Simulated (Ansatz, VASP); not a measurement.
Two plane-wave programs on YNbTl

The input INCAR:

```
SYSTEM = YNbTl
  ALGO = Normal
  EDIFF = 1E-6
  ENCUT = 520
  GGA = PE
  ISIF = 2
  ISMEAR = 0
  ISPIN = 2
  LASPH = .TRUE.
  LCHARG = .TRUE.
  LELF = .TRUE.
  LMAXMIX = 4
  LORBIT = 11
  LREAL = .FALSE.
  LVHAR = .TRUE.
  LWAVE = .FALSE.
  MAGMOM = 0 1 0
  NBANDS = 30
  NELM = 150
  PREC = Accurate
  SIGMA = 0.1
```

The input KPOINTS:

```
k-points
0
G
  6 6 4
  0 0 0
```

The input POSCAR:

```
YNbTl
1.0
    4.7228336100      0.0000000000      0.0000000000
   -2.3614168000      4.0900938800      0.0000000000
    0.0000000000      0.0000000000      3.8225675000
Y Nb Tl
1 1 1
Direct
    0.0000000000      0.0000000000      0.0000000000
    0.6666666700      0.3333333300      0.5000000000
    0.3333333300      0.6666666700      0.5000000000
```

Input for Ansatz:

```yaml
crystal:
  lattice:
    - [4.72283361, 0.0, 0.0]
    - [-2.3614168, 4.09009388, 0.0]
    - [0.0, 0.0, 3.8225675]
  atoms:
    - { symbol: "Y", position: [0.0, 0.0, 0.0] }
    - { symbol: Nb, position: [0.66666667, 0.33333333, 0.5], spin: 1.0 }
    - { symbol: Tl, position: [0.33333333, 0.66666667, 0.5] }
basis:
  ecutwfc: 420
kpoints:
  mp_grid: { grid: [6, 6, 4] }
hamiltonian:
  xc: pbe
scf:
  occupations: { method: gaussian, width: 0.1 }
  lower_state_search: "off"
output:
  forces: true
  stress: true
  eigenvalues: true
  populations: true
magnetization:
  spin_polarized: true
```

Change from the starting cell: species swapped into the SmGePd type (P-6m2, No. 187).

Alike in both runs: task single point; functional PBE; k mesh 6 × 6 × 4; occupations gaussian, width 0.1 eV; collinear spin.

|  | VASP | Ansatz |
| --- | --- | --- |
| version | VASP 6.6.1 | Ansatz 0.2.0 |
| potentials or method | VASP PAW PBE potentials, release 64 (Y_sv, Nb_sv, Tl_d), cutoff 520 eV | scalar-relativistic, plane waves, PAW |
| valence electrons in the cell | 37 | 37 |

```csv
,VASP,Ansatz,Ansatz less VASP
gap on the k mesh at the Fermi level (eV),none,none,-
pressure (GPa),3.8,3.9,+0.15
"traceless stress, the component that is largest in VASP (GPa)",-5.56,-5.60,-0.041
net moment per atom (μB),0.36,0.36,+0.001
size of the moment on the site where the two differ most (μB),0.72,0.67,-0.044
```

Site moments also hang on the region over which each program counts them. A gap of «none» marks a metal or a gap that the smearing closes.

The k mesh is coarse, so the values compare programs but aren't converged. Spin-orbit coupling is off throughout.
